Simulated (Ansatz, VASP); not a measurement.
Ta: VASP beside Ansatz

```
Ta
1.0
    -1.66037    1.66037    1.66037
     1.66037   -1.66037    1.66037
     1.66037    1.66037   -1.66037
Ta
1
Direct
  0.00000 0.00000 0.00000
```

Alike in both runs: functional PBE; k mesh 16 × 16 × 16; occupations gaussian, width 0.1 eV; no spin polarisation.

Ansatz relaxed the structure, and its values are those at the end. VASP's run is a single point on that final structure, the one shown.

```csv
,VASP,Ansatz
version,VASP 6.6.1,Ansatz 0.2.0
potentials or method,"VASP PAW PBE potentials, release 64 (Ta_pv)","scalar-relativistic, plane waves, PAW"
plane-wave cutoff (eV),520,420
valence electrons in the cell,11,13
```

```csv
,VASP,Ansatz,Ansatz less VASP
gap on the k mesh at the Fermi level (eV),none,none,-
pressure (GPa),0.1,0.0,-0.09
```

A gap of «none» marks a metal or a gap that the smearing closes. With one functional, cell and mesh, what is left measures potentials, basis and numerics. VASP's potentials hold 11 valence electrons a cell and Ansatz's 13, so a difference there can come from the potentials and not from the codes.

Neither program's run includes spin-orbit coupling.
